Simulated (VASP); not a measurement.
# AlN (P6_3mc) in VASP: notebook

AlN is run at these levels: PBE; tasks: single point, relaxation of cell and atoms.

Program: VASP 6.6.1. These are calculated values, not measurements. Logs are shortened: lines on timing, memory, paths and dates and some standing lists are left out, and cuts for length are marked.

## Step 1: The cell of the first run

Symmetry: P6_3mc, No. 186, hexagonal system. The conventional cell has a = 3.130 Å, b = 3.130 Å, c = 5.018 Å, α = 90.00°, β = 90.00°, γ = 120.00°. Al (site symmetry 3m) has 4 N at 1.90 to 1.91 Å within 2.5 Å. Within 2.5 Å of N (site symmetry 3m) lie 4 Al at 1.90 to 1.91 Å.

## Step 2: Single point, PBE

INCAR

```
PREC = Accurate
ENCUT = 520
EDIFF = 1E-7
ISMEAR = 0
SIGMA = 0.02
LREAL = Auto
LASPH = True
NELM = 100
ALGO = Normal
ISIF = 2
LWAVE = False
LCHARG = False
GGA = PE
NBANDS = 46
```

KPOINTS

```
Automatic mesh
0
Gamma
  6 6 6
```

POSCAR

```
AlN
1.0
    0.0000000000      0.0000000000     -5.0180433218
    3.1302084199     -5.4216800216      0.0000000000
   -6.2604168398      0.0000000000      0.0000000000
Al N
8 8
Direct
    0.5007657741      0.3333333333      0.1666666667
    0.5007657741      0.8333333333      0.1666666667
    0.5007657741      0.3333333333      0.6666666667
    0.5007657741      0.8333333333      0.6666666667
    0.0007657741      0.1666666667      0.3333333333
    0.0007657741      0.6666666667      0.3333333333
    0.0007657741      0.1666666667      0.8333333333
    0.0007657741      0.6666666667      0.8333333333
    0.1192342259      0.3333333333      0.1666666667
    0.1192342259      0.8333333333      0.1666666667
    0.1192342259      0.3333333333      0.6666666667
    0.1192342259      0.8333333333      0.6666666667
    0.6192342259      0.1666666667      0.3333333333
    0.6192342259      0.6666666667      0.3333333333
    0.6192342259      0.1666666667      0.8333333333
    0.6192342259      0.6666666667      0.8333333333
```

Potentials or basis: VASP PAW PBE potentials, release 64 (Al, N).

Run with:

```
$ cat potpaw_PBE.64/Al/POTCAR potpaw_PBE.64/N/POTCAR > POTCAR
$ mpirun -np 1 vasp_std > vasp.out
```

OUTCAR:

```text
PREC = Accurate
   ENCUT = 520
   EDIFF = 1E-7
   ISMEAR = 0
   LREAL = Auto
   LASPH = True
   NELM = 100
   ISIF = 2
   GGA = PE

 ion  position               nearest neighbor table
   1  0.501  0.333  0.167-  13 1.90  15 1.90  14 1.90   9 1.91   5 3.09   5 3.09   7 3.09   7 3.09
                             6 3.09   6 3.09   3 3.13   3 3.13   4 3.13   2 3.13   4 3.13   2 3.13
   2  0.501  0.833  0.167-  14 1.90  16 1.90  13 1.90  10 1.91   6 3.09   6 3.09   8 3.09   8 3.09
                             5 3.09   5 3.09   4 3.13   4 3.13   3 3.13   3 3.13   1 3.13   1 3.13
   3  0.501  0.333  0.667-  15 1.90  13 1.90  16 1.90  11 1.91   7 3.09   7 3.09   5 3.09   5 3.09
                             8 3.09   8 3.09   1 3.13   1 3.13   2 3.13   2 3.13   4 3.13   4 3.13
   4  0.501  0.833  0.667-  16 1.90  14 1.90  15 1.90  12 1.91   8 3.09   8 3.09   6 3.09   6 3.09
                             7 3.09   7 3.09   2 3.13   2 3.13   1 3.13   1 3.13   3 3.13   3 3.13
   5  0.001  0.167  0.333-   9 1.90  11 1.90  10 1.90  13 1.91   1 3.09   1 3.09   3 3.09   3 3.09
                             2 3.09   2 3.09   7 3.13   7 3.13   8 3.13   8 3.13   6 3.13   6 3.13
   6  0.001  0.667  0.333-  10 1.90  12 1.90   9 1.90  14 1.91   2 3.09   2 3.09   4 3.09   4 3.09
                             1 3.09   1 3.09   8 3.13   8 3.13   7 3.13   5 3.13   7 3.13   5 3.13
   7  0.001  0.167  0.833-  11 1.90   9 1.90  12 1.90  15 1.91   3 3.09   3 3.09   1 3.09   1 3.09
                             4 3.09   4 3.09   5 3.13   5 3.13   6 3.13   8 3.13   6 3.13   8 3.13
   8  0.001  0.667  0.833-  12 1.90  10 1.90  11 1.90  16 1.91   4 3.09   4 3.09   2 3.09   2 3.09
                             3 3.09   3 3.09   6 3.13   6 3.13   5 3.13   7 3.13   5 3.13   7 3.13
   9  0.119  0.333  0.167-   5 1.90   7 1.90   6 1.90   1 1.91
[... 14 lines left out ...]
 A1 = (   3.1302084199,  -5.4216800216,   0.0000000000)
 A2 = (  -6.2604168398,   0.0000000000,   0.0000000000)
 A3 = (   0.0000000000,   0.0000000000,  -5.0180433218)

Analysis of symmetry for initial positions (statically):
=====================================================================
 Subroutine PRICEL returns following result:

  LATTYP: Found a hexagonal cell.
 ALAT       =     3.1302084199
 C/A-ratio  =     1.6031019819

  Lattice vectors:

 A1 = (   1.5651042099,  -2.7108400108,   0.0000000000)
 A2 = (  -3.1302084199,   0.0000000000,   0.0000000000)
 A3 = (   0.0000000000,   0.0000000000,  -5.0180433218)

   4 primitive cells build up your supercell.

 Routine SETGRP: Setting up the symmetry group for a
 hexagonal supercell.

 Subroutine GETGRP returns: Found 12 space group operations
 (whereof  6 operations were pure point group operations)
 out of a pool of 24 trial point group operations.

The static configuration has the point symmetry C_3v.
 The point group associated with its full space group is C_6v.

Analysis of symmetry for dynamics (positions and initial velocities):
=====================================================================
 Subroutine PRICEL returns following result:

  LATTYP: Found a hexagonal cell.
 ALAT       =     3.1302084199
 C/A-ratio  =     1.6031019819

  Lattice vectors:

 A1 = (   1.5651042099,  -2.7108400108,   0.0000000000)
 A2 = (  -3.1302084199,   0.0000000000,   0.0000000000)
 A3 = (   0.0000000000,   0.0000000000,  -5.0180433218)

   4 primitive cells build up your supercell.

 Routine SETGRP: Setting up the symmetry group for a
 hexagonal supercell.

 Subroutine GETGRP returns: Found 12 space group operations
 (whereof  6 operations were pure point group operations)
 out of a pool of 24 trial point group operations.

The dynamic configuration has the point symmetry C_3v.
 The point group associated with its full space group is C_6v.

 Subroutine INISYM returns: Found 12 space group operations
 (whereof  6 operations are pure point group operations),
 and found     4 'primitive' translations

----------------------------------------------------------------------------------------

                                     Primitive cell

  volume of cell :      42.5806

  direct lattice vectors                    reciprocal lattice vectors
     1.565104210 -2.710840011  0.000000000     0.000000000 -0.368889346  0.000000000
    -3.130208420  0.000000000  0.000000000    -0.319467545 -0.184444673  0.000000000
     0.000000000  0.000000000 -5.018043322     0.000000000  0.000000000 -0.199280862

  length of vectors
     3.130208420  3.130208420  5.018043322     0.368889346  0.368889346  0.199280862

  position of ions in fractional coordinates (direct lattice)
     0.666666667  0.333333333  0.500765774
     0.333333333  0.666666667  0.000765774
     0.666666667  0.333333333  0.119234226
     0.333333333  0.666666667  0.619234226

  ion indices of the primitive-cell ions
   primitive index   ion index
                 1           1
                 2           5
                 3           9
                 4          13

----------------------------------------------------------------------------------------

 KPOINTS: Automatic mesh

Automatic generation of k-mesh.
 Grid dimensions read from file:
 generate k-points for:    6    6    6

 Generating k-lattice:

  Cartesian coordinates                     Fractional coordinates (reciprocal lattice)
     0.000000000  0.000000000 -0.033213477     0.166666667  0.000000000  0.000000000
     0.000000000 -0.030740779  0.000000000     0.000000000  0.166666667  0.000000000
    -0.026622295 -0.015370389  0.000000000     0.000000000  0.000000000  0.166666667

  Length of vectors
     0.033213477  0.030740779  0.030740779

  Shift w.r.t. Gamma in fractional coordinates (k-lattice)
     0.000000000  0.000000000  0.000000000

 Subroutine IBZKPT returns following result:
 ===========================================

 Found     28 irreducible k-points:

 Following reciprocal coordinates:
            Coordinates               Weight
  0.000000  0.000000  0.000000      1.000000
  0.166667  0.000000  0.000000      2.000000
  0.333333  0.000000  0.000000      2.000000
  0.500000  0.000000  0.000000      1.000000
  0.000000  0.166667  0.000000      6.000000
  0.166667  0.166667  0.000000     12.000000
[... 16 lines left out ...]
  0.333333  0.333333  0.166667     24.000000
  0.500000  0.333333  0.166667     12.000000
 [... further k-points ...]
   k-points           NKPTS =     28   k-points in BZ     NKDIM =     28   number of bands    NBANDS=     46
   number of dos      NEDOS =    301   number of ions     NIONS =     16
   total plane-waves  NPLWV =  92160
   dimension x,y,z NGX =    40 NGY =   48 NGZ =   48
   dimension x,y,z NGXF=    80 NGYF=   96 NGZF=   96
   ions per type =               8   8
   NGX,Y,Z   is equivalent  to a cutoff of  13.25, 12.75, 12.75 a.u.
   NGXF,Y,Z  is equivalent  to a cutoff of  26.50, 25.49, 25.49 a.u.
 SYSTEM =  unknown system
   PREC   = accura    normal or accurate (medium, high low for compatibility)
   ISTART =      0    job   : 0-new  1-cont  2-samecut
   ICHARG =      2    charge: 1-file 2-atom 10-const
   ISPIN  =      1    spin polarized calculation?
   LNONCOLLINEAR =      F non collinear calculations
   LSORBIT =      F    spin-orbit coupling
   LASPH  =      T    aspherical Exc in radial PAW
   ENCUT  =  520.0 eV  38.22 Ry    6.18 a.u.   9.33 11.64 11.64*2*pi/ulx,y,z
   NELM   =    100;   NELMIN=  2; NELMDL= -5     # of ELM steps
   EDIFF  = 0.1E-06   stopping-criterion for ELM
   LREAL  =      T    real-space projection
   EDIFFG = 0.1E-05   stopping-criterion for IOM
   NSW    =      0    number of steps for IOM
   IBRION =     -1    ionic relax: 0-MD 1-quasi-New 2-CG
   NFREE  =      0    steps in history (QN), initial steepest desc. (CG)
   ISIF   =      2    stress and relaxation
   ISYM   =      2    0-nonsym 1-usesym 2-fastsym
   POTIM  = 0.5000    time-step for ionic-motion
   TEBEG  =    0.0;   TEEND  =   0.0 temperature during run
   PSTRESS=    0.0 pullay stress
   NELECT =      64.0000    total number of electrons
   NUPDOWN=      -1.0000    fix difference up-down
   EMIN   =  10.00;   EMAX   =-10.00  energy-range for DOS
   EFERMI =   0.00;   METHOD = LEGACY
   ISMEAR =     0;   SIGMA  =   0.02  broadening in eV -4-tet -1-fermi 0-gaus
   EFERMI_NEDOS =   21; number of points for ismear=-14 and -15
   IALGO  =     38    algorithm
   IMIX   =      4    mixing-type and parameters
     AMIX     =   0.40;   BMIX     =  1.00
     AMIX_MAG =   1.60;   BMIX_MAG =  1.00
  volume/ion in A,a.u.               =      10.65        71.84
  Fermi-wavevector in a.u.,A,eV,Ry     =   1.181347  2.232423 18.988043  1.395582
  Thomas-Fermi vector in A             =   2.317623
   LORBIT       =      0    0 simple, 1 ext, 2 COOP (PROOUT), +10 PAW based schemes
   GGA     = PE    functional components
   LHFCALC =     F    Hartree Fock is set to
   AEXX    =    0.0000 exact exchange contribution
   IVDW    =     0    specifies the selected vdW correction
   LEPSILON=     F    determine dielectric tensor
   LRPA    =     F    only Hartree local field effects (RPA)
 non-spin polarized calculation
 Gauss-broadening in eV      SIGMA  =   0.02
  energy-cutoff  :      520.00
  volume of cell :      170.32
 maximum number of plane-waves:      4650
 NGX is ok and might be reduce to    40
   NGX = 19   NGY = 23   NGZ = 23

 number of electron      63.9999991 magnetization

 Free energy of the ion-electron system (eV)
  ---------------------------------------------------
  ext. energy  EPLUGINS =         0.00000000
  ---------------------------------------------------
  free energy    TOTEN  =      -119.12328269 eV

  energy without entropy =     -119.12328269  energy(sigma->0) =     -119.12328269

 E-fermi :   6.1024     XC(G=0): -10.8270

 val. band max:        5.9643193137   @ k =   0.0000   0.0000   0.0000
 cond. band min:      10.0075707554   @ k =   0.0000   0.0000   0.0000
 fundamental gap:      4.0432514417
 Fermi energy:         6.1023949917

 k-point     1 :       0.0000    0.0000    0.0000
  band No.  band energies     occupation
      1      -9.1032      2.00000
      2      -7.1896      2.00000
      3      -7.1896      2.00000
      4      -7.1896      2.00000
      5      -7.0204      2.00000
      6      -6.5146      2.00000
[... 1117 lines left out ...]
     43      15.1487      0.00000
     44      15.1490      0.00000

 [... further k-points ...]

 [bands above 44 left out]

------------------------ aborting loop because EDIFF is reached ----------------------------------------

  FORCE on cell =-STRESS in cart. coord.  units (eV):
  Direction    XX          YY          ZZ          XY          YZ          ZX
  --------------------------------------------------------------------------------------
  -------------------------------------------------------------------------------------
  Total       -0.2883000     -0.2883000     -0.2348749      0.0000000      0.0000000      0.0000000
  in kB       -2.7119625     -2.7119625     -2.2094065      0.0000000      0.0000000      0.0000000
  external PRESSURE =      -2.5444438 kB  Pullay stress =       0.0000000 kB

 VOLUME and BASIS-vectors are now :
 -----------------------------------------------------------------------------
  energy-cutoff  :      520.00
  volume of cell :      170.32
      direct lattice vectors                 reciprocal lattice vectors
     0.000000000  0.000000000 -5.018043322     0.000000000  0.000000000 -0.199280862
     3.130208420 -5.421680022  0.000000000     0.000000000 -0.184444673  0.000000000
    -6.260416840  0.000000000  0.000000000    -0.159733773 -0.092222337  0.000000000

 POSITION                                       TOTAL-FORCE (eV/Angst)
 -----------------------------------------------------------------------------------
     -0.00000     -1.80723     -2.51286        -0.000000      0.000000      0.003311
      1.56510     -4.51807     -2.51286        -0.000000      0.000000      0.003311
     -3.13021     -1.80723     -2.51286        -0.000000      0.000000      0.003311
     -1.56510     -4.51807     -2.51286        -0.000000      0.000000      0.003311
     -1.56510     -0.90361     -0.00384        -0.000000     -0.000000      0.003311
      0.00000     -3.61445     -0.00384        -0.000000     -0.000000      0.003311
[... 8 lines left out ...]
     -4.69531     -0.90361     -3.10734         0.000000     -0.000000     -0.003311
     -3.13021     -3.61445     -3.10734         0.000000     -0.000000     -0.003311
 -----------------------------------------------------------------------------------
    total drift:                               -0.000001     -0.000000      0.035982

  FREE ENERGIE OF THE ION-ELECTRON SYSTEM (eV)
  ---------------------------------------------------
  free  energy   TOTEN  =      -119.1232826916 eV

  energy  without entropy=     -119.1232826916  energy(sigma->0) =     -119.12328269
```

Wall time 6.5 min (1 thread of Oxide Virtual Turin-like, shared host); peak memory 0.33 GiB.

What came out:

```yaml
Free_energy: -119.1233 eV
Pressure: -0.3 GPa
Largest_force: 0.003 eV/Å
Band_gap_on_the_k_mesh: 4.04 eV
```

Forces on the atoms (eV/Å):
```
Al   0.000  0.000  0.003
Al   0.000  0.000  0.003
Al   0.000  0.000  0.003
Al   0.000  0.000  0.003
Al   0.000  0.000  0.003
Al   0.000  0.000  0.003
Al   0.000  0.000  0.003
Al   0.000  0.000  0.003
N    0.000  0.000 -0.003
N    0.000  0.000 -0.003
N    0.000  0.000 -0.003
N    0.000  0.000 -0.003
N    0.000  0.000 -0.003
N    0.000  0.000 -0.003
N    0.000  0.000 -0.003
N    0.000  0.000 -0.003
```

Levels at points of the mesh, in eV from the valence-band top:
| k point | band 28 | band 29 | band 30 | band 31 | band 32 | band 33 | band 34 | band 35 | band 36 | band 37 |
| --- | --- | --- | --- | --- | --- | --- | --- | --- | --- | --- |
| (0.00, 0.00, 0.00) | -0.68 | -0.68 | -0.20 | -0.20 | 0.00 | 4.04 | 5.76 | 5.76 | 5.76 | 5.76 |
| (0.50, 0.00, 0.00) | -1.35 | -0.53 | -0.53 | -0.53 | -0.53 | 5.25 | 5.25 | 5.25 | 5.25 | 5.25 |
| (0.00, 0.50, 0.00) | -1.41 | -0.43 | -0.43 | -0.41 | -0.41 | 5.71 | 5.71 | 6.06 | 6.06 | 7.50 |
| (0.50, 0.50, 0.00) | -1.02 | -0.96 | -0.96 | -0.96 | -0.96 | 6.44 | 6.44 | 6.44 | 6.44 | 6.57 |

A k mesh can miss the band edges.

## Step 3: Relaxation of cell and atoms, PBE

INCAR

```
SYSTEM = AlN
ALGO = Normal
EDIFF = 1E-6
EDIFFG = -0.015
ENCUT = 600
GGA = PE
IBRION = 2
ISIF = 3
ISMEAR = 0
LASPH = .TRUE.
LCHARG = .FALSE.
LREAL = Auto
LWAVE = .FALSE.
NELM = 60
NSW = 80
PREC = Accurate
SIGMA = 0.02
```

KPOINTS

```
k-points
0
G
  6 6 6
  0 0 0
```

POSCAR is that of step 2.

Potentials or basis: VASP PAW PBE potentials, release 64 (Al, N).

Run with:

```
$ cat potpaw_PBE.64/Al/POTCAR potpaw_PBE.64/N/POTCAR > POTCAR
$ mpirun -np 1 vasp_std > vasp.out
```

Wall time 10 min (1 thread of Oxide Virtual Turin-like, shared host); peak memory 0.36 GiB.

The run converged. Its results:

```yaml
Free_energy: -119.1356 eV
Relaxed_volume: 10.62 Å³/atom
Relaxed_cell: a = 5.015 Å, b = 6.256 Å, c = 6.256 Å, α = 120.00°, β = 90.00°, γ = 90.00°
Space_group_after_relaxing_to_0.1_Å: P6_3mc (No. 186)
Energy_gained_by_relaxing: 0.0 meV/atom
Ionic_steps: 3
Pressure_after_relaxing: 0.0 GPa
Band_gap_on_the_k_mesh: 4.06 eV
```

The path:
```csv
step,energy change (eV),largest force (eV/Å),pressure (GPa),volume (Å³)
1,0.0000,0.0008,-0.40,170.32
2,-0.0001,0.0010,0.35,169.67
3,-0.0005,0.0008,0.00,169.97
```

Final structure:
```yaml
crystal:
  lattice:
    - [0.00000, 0.00000, -5.01494]
    - [3.12791, -5.41770, 0.00000]
    - [-6.25582, 0.00000, 0.00000]
  atoms:
    - { symbol: Al, position: [0.50076, 0.33333, 0.16667] }
    - { symbol: Al, position: [0.50076, 0.83333, 0.16667] }
    - { symbol: Al, position: [0.50076, 0.33333, 0.66667] }
    - { symbol: Al, position: [0.50076, 0.83333, 0.66667] }
    - { symbol: Al, position: [0.00076, 0.16667, 0.33333] }
    - { symbol: Al, position: [0.00076, 0.66667, 0.33333] }
    - { symbol: Al, position: [0.00076, 0.16667, 0.83333] }
    - { symbol: Al, position: [0.00076, 0.66667, 0.83333] }
    - { symbol: N, position: [0.11924, 0.33333, 0.16667] }
    - { symbol: N, position: [0.11924, 0.83333, 0.16667] }
    - { symbol: N, position: [0.11924, 0.33333, 0.66667] }
    - { symbol: N, position: [0.11924, 0.83333, 0.66667] }
    - { symbol: N, position: [0.61924, 0.16667, 0.33333] }
    - { symbol: N, position: [0.61924, 0.66667, 0.33333] }
    - { symbol: N, position: [0.61924, 0.16667, 0.83333] }
    - { symbol: N, position: [0.61924, 0.66667, 0.83333] }
```

Levels at points of the mesh, in eV from the valence-band top:
```csv
k point,band 28,band 29,band 30,band 31,band 32,band 33,band 34,band 35,band 36,band 37
"(0.00, 0.00, 0.00)",-0.68,-0.68,-0.20,-0.20,0.00,4.06,5.77,5.77,5.77,5.77
"(0.50, 0.00, 0.00)",-1.35,-0.53,-0.53,-0.53,-0.53,5.25,5.25,5.25,5.25,5.25
"(0.00, 0.50, 0.00)",-1.41,-0.43,-0.43,-0.41,-0.41,5.71,5.71,6.07,6.07,7.51
"(0.50, 0.50, 0.00)",-1.02,-0.96,-0.96,-0.96,-0.96,6.45,6.45,6.45,6.45,6.58
```

A k mesh can miss the band edges.
